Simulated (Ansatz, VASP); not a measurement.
**CaC2: VASP beside Ansatz**

```xyz
3
Lattice="1.9444 1.1226 3.9539 -1.9444 1.1226 3.9539 0.0000 -2.2452 3.9539" Properties=species:S:1:pos:R:3 pbc="T T T"
Ca    0.0000    0.0000    0.0000
C     0.0000    0.0000    6.5585
C     0.0000    0.0000    5.3032
```

Alike in both runs: task single point; functional LDA; k mesh 6 × 6 × 6; occupations gaussian, width 0.1 eV; no spin polarisation.

|  | VASP | Ansatz |
| --- | --- | --- |
| version | VASP 6.6.1 | Ansatz 0.2.0 |
| potentials or method | VASP PAW LDA potentials, release 64 (Ca_sv, C_h), cutoff 910 eV | scalar-relativistic, plane waves, PAW |
| valence electrons in the cell | 18 | 18 |

VASP gave:

| Quantity | Value |
| --- | --- |
| gap on the k mesh at the Fermi level (eV) | 2.53 |
| least direct gap on the mesh (eV) | 3.83 |
| rms of the force components (eV/Å) | 0.166 |

Question: Estimate Ansatz's values.

Answer: gap on the k mesh at the Fermi level (eV): 2.54; least direct gap on the mesh (eV): 3.84; rms of the force components (eV/Å): 0.184.

LDA's correlation is that of Perdew and Zunger in VASP and of Perdew and Wang (1992) in Ansatz. Atom by atom the forces differ by 0.018 eV/Å (rms over components).

Noted on VASP's run: the cutoff is short for stress, so the pressure is rough.
